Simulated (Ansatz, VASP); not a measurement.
## Ta2Si in VASP and in Ansatz

Contents of INCAR:

```
ALGO = Fast
EDIFF = 1E-6
ENCUT = 520
GGA = PS
ISIF = 2
ISMEAR = 1
LASPH = True
LCHARG = True
LELF = True
LREAL = False
LVHAR = True
LWAVE = False
NBANDS = 35
NELM = 100
PREC = Accurate
SIGMA = 0.05
```

KPOINTS

```
k-points
0
Gamma
  10 10 10
```

POSCAR

```
Ta2Si
1.0
   -3.0877629443      3.0877629443      2.5236412193
    3.0877629443     -3.0877629443      2.5236412193
    3.0877629443      3.0877629443     -2.5236412193
Ta Si
4 2
Direct
    0.6635932100      0.8364067900      0.5000000000
    0.8364067900      0.3364067900      0.1728135800
    0.3364067900      0.1635932100      0.5000000000
    0.1635932100      0.6635932100      0.8271864200
    0.2500000000      0.2500000000      0.0000000000
    0.7500000000      0.7500000000      0.0000000000
```

Input for Ansatz:

```yaml
crystal:
  lattice:
    - [-3.0877629443, 3.0877629443, 2.5236412193]
    - [3.0877629443, -3.0877629443, 2.5236412193]
    - [3.0877629443, 3.0877629443, -2.5236412193]
  atoms:
    - { symbol: Ta, position: [0.66359321, 0.83640679, 0.5] }
    - { symbol: Ta, position: [0.83640679, 0.33640679, 0.17281358] }
    - { symbol: Ta, position: [0.33640679, 0.16359321, 0.5] }
    - { symbol: Ta, position: [0.16359321, 0.66359321, 0.82718642] }
    - { symbol: Si, position: [0.25, 0.25, 0.0] }
    - { symbol: Si, position: [0.75, 0.75, 0.0] }
basis:
  ecutwfc: 420
kpoints:
  mp_grid: { grid: [10, 10, 10] }
hamiltonian:
  xc: pbesol
scf:
  occupations: { method: cold, width: 0.05 }
output:
  forces: true
  stress: true
  eigenvalues: true
```

Alike in both runs: task single point; functional PBEsol; k mesh 10 × 10 × 10; no spin polarisation.

|  | VASP | Ansatz |
| --- | --- | --- |
| version | VASP 6.6.1 | Ansatz 0.2.0 |
| potentials or method | VASP PAW PBE potentials, release 64 (Ta_pv, Si), cutoff 520 eV | scalar-relativistic, plane waves, PAW |
| occupations | methfessel-paxton of order 1, width 0.05 eV | cold, width 0.05 eV |
| valence electrons in the cell | 52 | 60 |

VASP gave:

| Quantity | Value |
| --- | --- |
| gap on the k mesh at the Fermi level (eV) | none |
| pressure (GPa) | -2.9 |
| traceless stress, the component that is largest in VASP (GPa) | 0.69 |
| rms of the force components (eV/Å) | 0.028 |

**Question.** What did Ansatz give for the same quantities?

**Answer.** gap on the k mesh at the Fermi level (eV): none; pressure (GPa): -3.1; traceless stress, the component that is largest in VASP (GPa): 0.71; rms of the force components (eV/Å): 0.026.

VASP's potentials were made for PBE, not for PBEsol. Atom by atom the forces differ by 0.002 eV/Å (rms over components). A gap of «none» marks a metal or a gap that the smearing closes. VASP's potentials hold 52 valence electrons a cell and Ansatz's 60, so a difference there can come from the potentials and not from the codes.

Neither program's run includes spin-orbit coupling.
